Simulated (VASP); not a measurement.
Input of a VASP 6.6.1 run:

INCAR

```
SYSTEM = HfN
ALGO = Normal ; EDIFF = 1E-8
ENCUT = 520 ; ISIF = 2
ISMEAR = -1 ; LASPH = .True.
LCHARG = .False. ; LEFG = .True.
LREAL = .False. ; LWAVE = .False.
NBANDS = 14 ; NELM = 60
PREC = Accurate ; SIGMA = 0.03
```

File KPOINTS:

```
k-points
0
Gamma
  10 10 10
  0 0 0
```

Contents of POSCAR:

```
HfN
1.0
    0.0000000000      2.2128850196      2.2128850196
    2.2128850196      0.0000000000      2.2128850196
    2.2128850196      2.2128850196      0.0000000000
Hf N
1 1
Direct
    0.0000000000      0.0000000000      0.0000000000
    0.5000000000      0.5000000000      0.5000000000
```

Potentials or basis: VASP PAW LDA potentials, release 64 (Hf_pv, N).

Run with:

```bash
$ cat potpaw_LDA.64/Hf_pv/POTCAR potpaw_LDA.64/N/POTCAR > POTCAR
$ mpirun -np 1 vasp_std > vasp.out
```

Question: Predict the pressure.

Answer: 8.0 GPa.

Caveat: without QUAD_EFG the Cq values of the log hold for a quadrupole moment of 1 mb, not for the nuclei.
